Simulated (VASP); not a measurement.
# La (Fm-3m) in VASP: single point with LDA

Aim: the single point of La with LDA.

Program: VASP 6.6.1. These are calculated values, not measurements. Logs are shortened: lines on timing, memory, paths and dates and some standing lists are left out, and cuts for length are marked.

### Step 1. The cell of the first run

Symmetry: Fm-3m, No. 225, cubic system. Conventional cell: a = 5.039 Å, b = 5.039 Å, c = 5.039 Å, α = 90.00°, β = 90.00°, γ = 90.00°. Within 4.7 Å of La (site symmetry m-3m) lie 12 La at 3.56 Å.

This isn't the form of La at room conditions, which is double hcp.

### Step 2. Single point, LDA, non-collinear spin, zero start, spin-orbit coupling

INCAR

```
PREC = Accurate ; ENCUT = 520
EDIFF = 1E-6 ; ISMEAR = -1
SIGMA = 0.1 ; LREAL = False
LASPH = True ; NELM = 150
ALGO = Normal ; ISIF = 2
LWAVE = False ; LCHARG = False
LNONCOLLINEAR = True ; MAGMOM = 0 0 0
LORBIT = 11 ; LSORBIT = True
GGA_COMPAT = False ; LORBMOM = True
LMAXMIX = 6 ; GGA = CA
NBANDS = 22
```

KPOINTS

```
Automatic mesh
0
Gamma
  11 11 11
```

POSCAR

```
La
1.0
    0.0000000000      2.5193877003      2.5193877003
    2.5193877003      0.0000000000      2.5193877003
    2.5193877003      2.5193877003      0.0000000000
La
1
Direct
    0.0000000000      0.0000000000      0.0000000000
```

Potentials or basis: VASP PAW LDA potentials, release 64 (La).

Started as:

```console
> cat potpaw_LDA.64/La/POTCAR > POTCAR
> mpirun -np 1 vasp_ncl > vasp.out
```

OUTCAR:

```text
PREC = Accurate
   ENCUT = 520
   EDIFF = 1E-6
   ISMEAR = -1
   LREAL = False
   LASPH = True
   NELM = 150
   ISIF = 2
   LNONCOLLINEAR = True
   LORBIT = 11
   LSORBIT = True
   GGA = CA

 ion  position               nearest neighbor table
   1  0.000  0.000  0.000-

  LATTYP: Found a face centered cubic cell.
 ALAT       =     5.0387754006

  Lattice vectors:

 A1 = (   0.0000000000,   2.5193877003,   2.5193877003)
 A2 = (   2.5193877003,   0.0000000000,   2.5193877003)
 A3 = (   2.5193877003,   2.5193877003,   0.0000000000)

Analysis of symmetry for initial positions (statically):
=====================================================================
 Subroutine PRICEL returns:
 Original cell was already a primitive cell.

 Routine SETGRP: Setting up the symmetry group for a
 face centered cubic supercell.

 Subroutine GETGRP returns: Found 48 space group operations
 (whereof 48 operations were pure point group operations)
 out of a pool of 48 trial point group operations.

The static configuration has the point symmetry O_h .

Analysis of symmetry for dynamics (positions and initial velocities):
=====================================================================
 Subroutine PRICEL returns:
 Original cell was already a primitive cell.

 Routine SETGRP: Setting up the symmetry group for a
 face centered cubic supercell.

 Subroutine GETGRP returns: Found 48 space group operations
 (whereof 48 operations were pure point group operations)
 out of a pool of 48 trial point group operations.

The dynamic configuration has the point symmetry O_h .

Analysis of structural, dynamic, and magnetic symmetry:
=====================================================================
 Subroutine PRICEL returns:
 Original cell was already a primitive cell.

 Routine SETGRP: Setting up the symmetry group for a
 face centered cubic supercell.

 Subroutine GETGRP returns: Found 48 space group operations
 (whereof 48 operations were pure point group operations)
 out of a pool of 48 trial point group operations.

The overall configuration has the point symmetry O_h .

 Subroutine INISYM returns: Found 48 space group operations
 (whereof 48 operations are pure point group operations),
 and found     1 'primitive' translations

----------------------------------------------------------------------------------------

                                     Primitive cell

  volume of cell :      31.9827

  direct lattice vectors                    reciprocal lattice vectors
     0.000000000  2.519387700  2.519387700    -0.198460920  0.198460920  0.198460920
     2.519387700  0.000000000  2.519387700     0.198460920 -0.198460920  0.198460920
     2.519387700  2.519387700  0.000000000     0.198460920  0.198460920 -0.198460920

  length of vectors
     3.562952255  3.562952255  3.562952255     0.343744396  0.343744396  0.343744396

  position of ions in fractional coordinates (direct lattice)
     0.000000000  0.000000000  0.000000000

  ion indices of the primitive-cell ions
   primitive index   ion index
                 1           1

----------------------------------------------------------------------------------------

 KPOINTS: Automatic mesh

Automatic generation of k-mesh.
 Grid dimensions read from file:
 generate k-points for:   11   11   11

 Generating k-lattice:

  Cartesian coordinates                     Fractional coordinates (reciprocal lattice)
    -0.018041902  0.018041902  0.018041902     0.090909091  0.000000000  0.000000000
     0.018041902 -0.018041902  0.018041902     0.000000000  0.090909091  0.000000000
     0.018041902  0.018041902 -0.018041902     0.000000000  0.000000000  0.090909091

  Length of vectors
     0.031249491  0.031249491  0.031249491

  Shift w.r.t. Gamma in fractional coordinates (k-lattice)
     0.000000000  0.000000000  0.000000000

 Subroutine IBZKPT returns following result:
 ===========================================
[... 51 lines left out ...]
   NSW    =      0    number of steps for IOM
   IBRION =     -1    ionic relax: 0-MD 1-quasi-New 2-CG
   NFREE  =      0    steps in history (QN), initial steepest desc. (CG)
   ISIF   =      2    stress and relaxation
   ISYM   =      2    0-nonsym 1-usesym 2-fastsym
   POTIM  = 0.5000    time-step for ionic-motion
   TEBEG  =    0.0;   TEEND  =   0.0 temperature during run
   PSTRESS=    0.0 pullay stress
   NELECT =      11.0000    total number of electrons
   NUPDOWN=      -1.0000    fix difference up-down
   EMIN   =  10.00;   EMAX   =-10.00  energy-range for DOS
   EFERMI =   0.00;   METHOD = LEGACY
   ISMEAR =    -1;   SIGMA  =   0.10  broadening in eV -4-tet -1-fermi 0-gaus
   EFERMI_NEDOS =   21; number of points for ismear=-14 and -15
   IALGO  =     38    algorithm
   IMIX   =      4    mixing-type and parameters
     AMIX     =   0.40;   BMIX     =  1.00
     AMIX_MAG =   1.60;   BMIX_MAG =  1.00
  volume/ion in A,a.u.               =      31.98       215.83
  Fermi-wavevector in a.u.,A,eV,Ry     =   1.147010  2.167536 17.900275  1.315633
  Thomas-Fermi vector in A             =   2.283692
   LORBIT       =     11    0 simple, 1 ext, 2 COOP (PROOUT), +10 PAW based schemes
   GGA     = CA    functional components
   LHFCALC =     F    Hartree Fock is set to
   AEXX    =    0.0000 exact exchange contribution
   IVDW    =     0    specifies the selected vdW correction
   LEPSILON=     F    determine dielectric tensor
   LRPA    =     F    only Hartree local field effects (RPA)
  energy-cutoff  :      520.00
  volume of cell :       31.98
 maximum number of plane-waves:      1778
   NGX = 13   NGY = 13   NGZ = 13

 number of electron      11.0000000 magnetization       0.0000000      0.0000000      0.0000000

 number of electron      10.9999999 magnetization      -0.0000000      0.0000000      0.0000000

 number of electron      10.9999999 magnetization      -0.0000000      0.0000000     -0.0000000

 Free energy of the ion-electron system (eV)
  ---------------------------------------------------
  ext. energy  EPLUGINS =         0.00000000
  ---------------------------------------------------
  free energy    TOTEN  =        -5.92176703 eV

  energy without entropy =       -5.86182366  energy(sigma->0) =       -5.89179535

 E-fermi :   9.1660     XC(G=0): -10.3859

 val. band max:        9.1545566034   @ k =  -0.3636   0.3636   0.0909
 cond. band min:       9.1716731999   @ k =  -0.1818   0.2727   0.0909
 fundamental gap:      0.0171165965
 Fermi energy:         9.1660095859

 k-point     1 :       0.0000    0.0000    0.0000
  band No.  band energies     occupation
      1     -23.4156      1.00000
      2     -23.4156      1.00000
      3      -7.7765      1.00000
      4      -7.7765      1.00000
      5      -5.2109      1.00000
      6      -5.2109      1.00000
[... 589 lines left out ...]
     21      11.3336      0.00000
     22      11.3337      0.00000

 [... further k-points ...]

------------------------ aborting loop because EDIFF is reached ----------------------------------------

  FORCE on cell =-STRESS in cart. coord.  units (eV):
  Direction    XX          YY          ZZ          XY          YZ          ZX
  --------------------------------------------------------------------------------------
  -------------------------------------------------------------------------------------
  Total        0.0293525      0.0293525      0.0293525      0.0000000      0.0000000     -0.0000000
  in kB        1.4704186      1.4704186      1.4704186      0.0000000      0.0000000     -0.0000000
  external PRESSURE =       1.4704186 kB  Pullay stress =       0.0000000 kB

 VOLUME and BASIS-vectors are now :
 -----------------------------------------------------------------------------
  energy-cutoff  :      520.00
  volume of cell :       31.98
      direct lattice vectors                 reciprocal lattice vectors
     0.000000000  2.519387700  2.519387700    -0.198460920  0.198460920  0.198460920
     2.519387700  0.000000000  2.519387700     0.198460920 -0.198460920  0.198460920
     2.519387700  2.519387700  0.000000000     0.198460920  0.198460920 -0.198460920

 POSITION                                       TOTAL-FORCE (eV/Angst)
 -----------------------------------------------------------------------------------
      0.00000      0.00000      0.00000        -0.000000      0.000000      0.000000
 -----------------------------------------------------------------------------------
    total drift:                                0.000000      0.000000      0.000000

  FREE ENERGIE OF THE ION-ELECTRON SYSTEM (eV)
  ---------------------------------------------------
  free  energy   TOTEN  =        -5.9217670320 eV

  energy  without entropy=       -5.8618236640  energy(sigma->0) =       -5.89179535

 orbital moment (x)

 # of ion     p       d       f       tot
 ------------------------------------------------
  1         0.000  -0.000  -0.000  -0.000
 ------------------------------------------------
            0.000  -0.000  -0.000  -0.000

 orbital moment (y)

 # of ion     p       d       f       tot
 ------------------------------------------------
  1        -0.000  -0.000   0.000  -0.000
 ------------------------------------------------
           -0.000  -0.000   0.000  -0.000

 orbital moment (z)

 # of ion     p       d       f       tot
 ------------------------------------------------
  1         0.000   0.000  -0.000  -0.000
 ------------------------------------------------
            0.000   0.000  -0.000  -0.000

 Spin-Orbit-Coupling matrix elements

 Ion:    1  E_soc:     -0.6258468
 l=   1
     0.0000000    -0.1030819    -0.1030819
    -0.1030819     0.0000000    -0.1030819
    -0.1030819    -0.1030819     0.0000000
 l=   2
     0.0000000    -0.0001381     0.0000000    -0.0001381    -0.0009014
    -0.0001381     0.0000000    -0.0006760    -0.0001381    -0.0002253
     0.0000000    -0.0006760     0.0000000    -0.0006760     0.0000000
    -0.0001381    -0.0001381    -0.0006760     0.0000000    -0.0002253
    -0.0009014    -0.0002253     0.0000000    -0.0002253     0.0000000
 l=   3
     0.0000000    -0.0000252     0.0000000     0.0000000     0.0000000    -0.0000167    -0.0001116
    -0.0000252     0.0000000    -0.0000420     0.0000000    -0.0000420    -0.0000673    -0.0000252
     0.0000000    -0.0000420     0.0000000    -0.0000779    -0.0000076    -0.0000245     0.0000000
     0.0000000     0.0000000    -0.0000779     0.0000000    -0.0000779     0.0000000     0.0000000
     0.0000000    -0.0000420    -0.0000076    -0.0000779     0.0000000    -0.0000245     0.0000000
    -0.0000167    -0.0000673    -0.0000245     0.0000000    -0.0000245     0.0000000    -0.0000167
    -0.0001116    -0.0000252     0.0000000     0.0000000     0.0000000    -0.0000167     0.0000000

 total charge

# of ion       s       p       d       f       tot
--------------------------------------------------
    1        2.090   5.517   1.015   0.130   8.753

 magnetization (x)

# of ion       s       p       d       f       tot
--------------------------------------------------
    1       -0.000  -0.000   0.000   0.000   0.000

 magnetization (y)

# of ion       s       p       d       f       tot
--------------------------------------------------
    1        0.000  -0.000   0.000  -0.000   0.000

 magnetization (z)

# of ion       s       p       d       f       tot
--------------------------------------------------
    1        0.000  -0.000   0.000   0.000   0.000
```

It took 2.8 min on 1 thread of Intel Xeon 8259CL, shared host; peak memory 0.24 GiB.

Results:

| Quantity | Value |
| --- | --- |
| Free energy | -5.9218 eV |
| Pressure | 0.1 GPa |
| Net moment | 0.00 μB per cell |
| Valence electrons inside the program's atomic spheres | La 8.75 |

Moments on the atoms (μB; x, y, z):
```
La  0.00 0.00 0.00
```
